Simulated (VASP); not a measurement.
# Mo: single point with PBE

The system is Mo.

```
Mo
1.0
     2.49531    0.00000    0.00000
     0.00000    2.49531    0.00000
     0.00000    0.00000    2.49531
Mo
1
Direct
  0.00000 0.00000 0.00000
```

This cell differs from its parent crystal: volume scaled by 0.88.

| Quantity | Value |
| --- | --- |
| Program | VASP 6.6.1 |
| Task | single point |
| Functional | PBE |
| Potentials or basis | VASP PAW PBE potentials, release 64 (Mo_sv) |
| Cutoff | 520 eV |
| k mesh | 14 × 14 × 14 |
| Occupations | fermi-dirac, width 0.1 eV |
| Spin | no spin polarisation |

The pressure is 30.9 GPa. The band gap on the k mesh is zero (band 7 reaches 14.30 eV, above the bottom of band 8 at 11.73 eV).

Levels at points of the mesh, in eV from the Fermi level:
| k point | band 3 | band 4 | band 5 | band 6 | band 7 | band 8 | band 9 | band 10 | band 11 | band 12 |
| --- | --- | --- | --- | --- | --- | --- | --- | --- | --- | --- |
| (0.00, 0.00, 0.00) | -34.17 | -34.17 | -6.89 | -4.89 | -4.89 | 4.51 | 4.51 | 4.51 | 16.54 | 16.54 |
| (0.50, 0.00, 0.00) | -33.97 | -33.97 | -3.84 | -3.71 | 0.19 | 0.63 | 0.63 | 4.91 | 10.65 | 14.45 |
| (0.50, 0.50, 0.00) | -35.95 | -33.78 | -6.33 | -2.50 | 1.43 | 1.43 | 6.50 | 6.50 | 7.17 | 15.38 |
| (0.50, 0.50, 0.50) | -35.66 | -35.66 | -4.49 | -4.49 | -4.49 | 7.40 | 7.45 | 7.45 | 14.63 | 14.63 |

Wall time 7.3 s on 1 thread of AMD EPYC 9R45 96-Core Processor (Zen 5), with other jobs on the host, peak memory 0.11 GiB.
